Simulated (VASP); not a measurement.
Here is a VASP 6.6.1 calculation.

File INCAR:

```
PREC = Accurate ; ENCUT = 520
EDIFF = 1E-7 ; ISMEAR = 0
SIGMA = 0.01 ; LREAL = F
LASPH = T ; NELM = 80
ALGO = Normal ; ISIF = 2
LWAVE = F ; LCHARG = T
GGA = PE ; LELF = T
LVHAR = T ; NBANDS = 28
```

File KPOINTS:

```
Automatic mesh
0
Gamma
  6 6 6
```

Contents of POSCAR:

```
SnGeTe2
1.0
    2.1935375972      1.2664395222      7.1927095715
   -2.1935375972      1.2664395222      7.1927095715
    0.0000000000     -2.5328790444      7.1927095715
Ge Sn Te
1 1 2
Direct
    1.0000000000      0.0000000000      0.0000000000
    0.5000000000      0.5000000000      0.5000000000
    0.2561335881      0.2561335881      0.2561335881
    0.7438664119      0.7438664119      0.7438664119
```

Potentials or basis: VASP PAW PBE potentials, release 64 (Ge_d, Sn_d, Te).

Run with:

```bash
$ cat potpaw_PBE.64/Ge_d/POTCAR potpaw_PBE.64/Sn_d/POTCAR potpaw_PBE.64/Te/POTCAR > POTCAR
$ mpirun -np 1 vasp_std > vasp.out
```

Estimate the pressure.

0.0 GPa.

What does it give for the band gap on the k mesh?

0.27 eV, indirect (least direct gap 0.30 eV).

Caveat: spin-orbit coupling is left out, which moves the levels of the heavy elements. A k mesh can miss the band edges.
